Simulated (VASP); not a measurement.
# CoSi2 (Fm-3m) in VASP: a series of runs, part 2 of 2

VASP 6.6.1.

### Step 3. Single point, PBE, collinear spin, zero start

This run uses another cell than the first one, of 12.80 Å³/atom, 0.962 times its volume.

INCAR reads:

```
ALGO = Normal
EDIFF = 1E-6
ENCUT = 520
GGA = PE
ISIF = 2
ISMEAR = -1
ISPIN = 2
LASPH = T
LCHARG = T
LELF = T
LMAXMIX = 4
LORBIT = 11
LREAL = F
LVHAR = T
LWAVE = F
MAGMOM = 0 0 0
NBANDS = 20
NELM = 150
NUPDOWN = 0.0
PREC = Accurate
SIGMA = 0.05
```

KPOINTS reads:

```
k-points
0
Gamma
  7 7 7
```

POSCAR reads:

```
CoSi2
1.0
    0.0000000000      2.6780000000      2.6780000000
    2.6780000000      0.0000000000      2.6780000000
    2.6780000000      2.6780000000      0.0000000000
Co Si
1 2
Direct
    0.0000000000      0.0000000000      0.0000000000
    0.7500000000      0.7500000000      0.7500000000
    0.2500000000      0.2500000000      0.2500000000
```

Potentials or basis: VASP PAW PBE potentials, release 64 (Co, Si).

On the command line:

```
> cat potpaw_PBE.64/Co/POTCAR potpaw_PBE.64/Si/POTCAR > POTCAR
> mpirun -np 1 vasp_std > vasp.out
```

OUTCAR:

```text
EDIFF = 1E-6
   ENCUT = 520
   GGA = PE
   ISIF = 2
   ISMEAR = -1
   ISPIN = 2
   LASPH = T
   LORBIT = 11
   LREAL = F
   NELM = 150
   NUPDOWN = 0.0
   PREC = Accurate

 ion  position               nearest neighbor table
   1  0.000  0.000  0.000-   2 2.32   3 2.32   2 2.32   2 2.32   3 2.32   2 2.32   3 2.32   3 2.32

   2  0.750  0.750  0.750-   1 2.32   1 2.32   1 2.32   1 2.32   3 2.68   3 2.68   3 2.68   3 2.68
                             3 2.68   3 2.68
   3  0.250  0.250  0.250-   1 2.32   1 2.32   1 2.32   1 2.32   2 2.68   2 2.68   2 2.68   2 2.68
                             2 2.68   2 2.68

  LATTYP: Found a face centered cubic cell.
 ALAT       =     5.3560000000

  Lattice vectors:

 A1 = (   0.0000000000,   2.6780000000,   2.6780000000)
 A2 = (   2.6780000000,   0.0000000000,   2.6780000000)
 A3 = (   2.6780000000,   2.6780000000,   0.0000000000)

Analysis of symmetry for initial positions (statically):
=====================================================================
 Subroutine PRICEL returns:
[... 1116 lines left out ...]

  FORCE on cell =-STRESS in cart. coord.  units (eV):
  Direction    XX          YY          ZZ          XY          YZ          ZX
  --------------------------------------------------------------------------------------
  -------------------------------------------------------------------------------------
  Total        0.0374619      0.0374619      0.0374619      0.0000000     -0.0000000     -0.0000000
  in kB        1.5625663      1.5625663      1.5625663      0.0000000     -0.0000000     -0.0000000
  external PRESSURE =       1.5625663 kB  Pullay stress =       0.0000000 kB

 VOLUME and BASIS-vectors are now :
 -----------------------------------------------------------------------------
  energy-cutoff  :      520.00
  volume of cell :       38.41
      direct lattice vectors                 reciprocal lattice vectors
     0.000000000  2.678000000  2.678000000    -0.186706497  0.186706497  0.186706497
     2.678000000  0.000000000  2.678000000     0.186706497 -0.186706497  0.186706497
     2.678000000  2.678000000  0.000000000     0.186706497  0.186706497 -0.186706497

 POSITION                                       TOTAL-FORCE (eV/Angst)
 -----------------------------------------------------------------------------------
      0.00000      0.00000      0.00000        -0.000000      0.000000      0.000000
      4.01700      4.01700      4.01700         0.000000      0.000000     -0.000000
      1.33900      1.33900      1.33900        -0.000000     -0.000000     -0.000000
 -----------------------------------------------------------------------------------
    total drift:                               -0.000000     -0.000000      0.000000

  FREE ENERGIE OF THE ION-ELECTRON SYSTEM (eV)
  ---------------------------------------------------
  free  energy   TOTEN  =       -19.3066183722 eV

  energy  without entropy=      -19.2980073779  energy(sigma->0) =      -19.30231288

 total charge

# of ion       s       p       d       tot
------------------------------------------
    1        0.541   0.722   7.590   8.853
    2        0.716   0.874   0.000   1.591
    3        0.716   0.874   0.000   1.591
--------------------------------------------------
tot          1.974   2.470   7.590  12.034

 magnetization (x)

# of ion       s       p       d       tot
------------------------------------------
    1       -0.000  -0.000   0.000   0.000
    2        0.000   0.000   0.000   0.000
    3        0.000   0.000   0.000   0.000
--------------------------------------------------
tot          0.000   0.000   0.000   0.000
```

Run time: 17 s. Hardware: 1 thread of Intel Xeon 6975P-C (Granite Rapids), shared host; peak memory 0.18 GiB.

Results:

```
Free energy                                           : -19.3066 eV
Pressure                                              : 0.2 GPa
Net moment                                            : 0.00 μB per cell
Valence electrons inside the program's atomic spheres : Co 8.85; Si 1.59
```

Caveat: the total moment is fixed, so each spin has its own Fermi level.

### Step 4. Single point, PBE, collinear spin, ferromagnetic start

This run uses another cell than the first one, of 12.80 Å³/atom, 0.962 times its volume.

INCAR reads:

```
PREC     = Accurate       # precision mode
ENCUT    = 520            # plane-wave cutoff, eV
EDIFF    = 1E-6           # SCF threshold, eV
ISMEAR   = -1             # smearing method
SIGMA    = 0.05           # smearing width, eV
LREAL    = False          # projectors in reciprocal space
LASPH    = True           # aspherical terms in the spheres
NELM     = 150            # most SCF steps
ALGO     = Normal         # electronic algorithm
ISIF     = 2              # what is computed and relaxed
LWAVE    = False          # write WAVECAR
LCHARG   = False          # write CHGCAR
ISPIN    = 2              # spin polarisation
MAGMOM   = 0.5 0 0        # initial moments
LORBIT   = 11             # projections on sites
NUPDOWN  = 0.5            # fixed moment
LMAXMIX  = 4              # l up to which the mixer works
GGA      = PE             # functional
NBANDS   = 20             # bands
```

KPOINTS reads:

```
regular mesh
0
Gamma
  7 7 7
```

POSCAR is that of step 3.

Potentials or basis: VASP PAW PBE potentials, release 64 (Co, Si).

On the command line:

```
> cat potpaw_PBE.64/Co/POTCAR potpaw_PBE.64/Si/POTCAR > POTCAR
> mpirun -np 1 vasp_std > vasp.out
```

OUTCAR:

```text
PREC = Accurate
   ENCUT = 520
   EDIFF = 1E-6
   ISMEAR = -1
   LREAL = False
   LASPH = True
   NELM = 150
   ISIF = 2
   ISPIN = 2
   LORBIT = 11
   NUPDOWN = 0.5
   GGA = PE

 ion  position               nearest neighbor table
   1  0.000  0.000  0.000-   2 2.32   3 2.32   2 2.32   2 2.32   3 2.32   2 2.32   3 2.32   3 2.32

   2  0.750  0.750  0.750-   1 2.32   1 2.32   1 2.32   1 2.32   3 2.68   3 2.68   3 2.68   3 2.68
                             3 2.68   3 2.68
   3  0.250  0.250  0.250-   1 2.32   1 2.32   1 2.32   1 2.32   2 2.68   2 2.68   2 2.68   2 2.68
                             2 2.68   2 2.68

  LATTYP: Found a face centered cubic cell.
 ALAT       =     5.3560000000

  Lattice vectors:

 A1 = (   0.0000000000,   2.6780000000,   2.6780000000)
 A2 = (   2.6780000000,   0.0000000000,   2.6780000000)
 A3 = (   2.6780000000,   2.6780000000,   0.0000000000)

Analysis of symmetry for initial positions (statically):
=====================================================================
[... 1115 lines left out ...]

  FORCE on cell =-STRESS in cart. coord.  units (eV):
  Direction    XX          YY          ZZ          XY          YZ          ZX
  --------------------------------------------------------------------------------------
  -------------------------------------------------------------------------------------
  Total        0.2870464      0.2870464      0.2870464      0.0000000      0.0000000     -0.0000000
  in kB       11.9729435     11.9729435     11.9729435      0.0000000      0.0000000     -0.0000000
  external PRESSURE =      11.9729435 kB  Pullay stress =       0.0000000 kB

 VOLUME and BASIS-vectors are now :
 -----------------------------------------------------------------------------
  energy-cutoff  :      520.00
  volume of cell :       38.41
      direct lattice vectors                 reciprocal lattice vectors
     0.000000000  2.678000000  2.678000000    -0.186706497  0.186706497  0.186706497
     2.678000000  0.000000000  2.678000000     0.186706497 -0.186706497  0.186706497
     2.678000000  2.678000000  0.000000000     0.186706497  0.186706497 -0.186706497

 POSITION                                       TOTAL-FORCE (eV/Angst)
 -----------------------------------------------------------------------------------
      0.00000      0.00000      0.00000         0.000000     -0.000000      0.000000
      4.01700      4.01700      4.01700         0.000000      0.000000      0.000000
      1.33900      1.33900      1.33900        -0.000000     -0.000000     -0.000000
 -----------------------------------------------------------------------------------
    total drift:                               -0.000000     -0.000000      0.000000

  FREE ENERGIE OF THE ION-ELECTRON SYSTEM (eV)
  ---------------------------------------------------
  free  energy   TOTEN  =       -19.1921839509 eV

  energy  without entropy=      -19.1786319953  energy(sigma->0) =      -19.18540797

 total charge

# of ion       s       p       d       tot
------------------------------------------
    1        0.542   0.723   7.587   8.852
    2        0.719   0.872   0.000   1.591
    3        0.719   0.872   0.000   1.591
--------------------------------------------------
tot          1.980   2.467   7.587  12.035

 magnetization (x)

# of ion       s       p       d       tot
------------------------------------------
    1        0.005   0.063   0.241   0.309
    2        0.005   0.032   0.000   0.037
    3        0.005   0.032   0.000   0.037
--------------------------------------------------
tot          0.014   0.127   0.241   0.383
```

Wall time 16 s (1 thread of Intel Xeon 6975P-C (Granite Rapids), shared host); peak memory 0.18 GiB.

Results:

| Item | Value |
| --- | --- |
| Free energy | -19.1922 eV |
| Pressure | 1.2 GPa |
| Net moment | 0.50 μB per cell |
| Site moments | Co +0.31; Si +0.04 μB |
| Valence electrons inside the program's atomic spheres | Co 8.85; Si 1.59 |

Caveat: the total moment is fixed, so each spin has its own Fermi level.
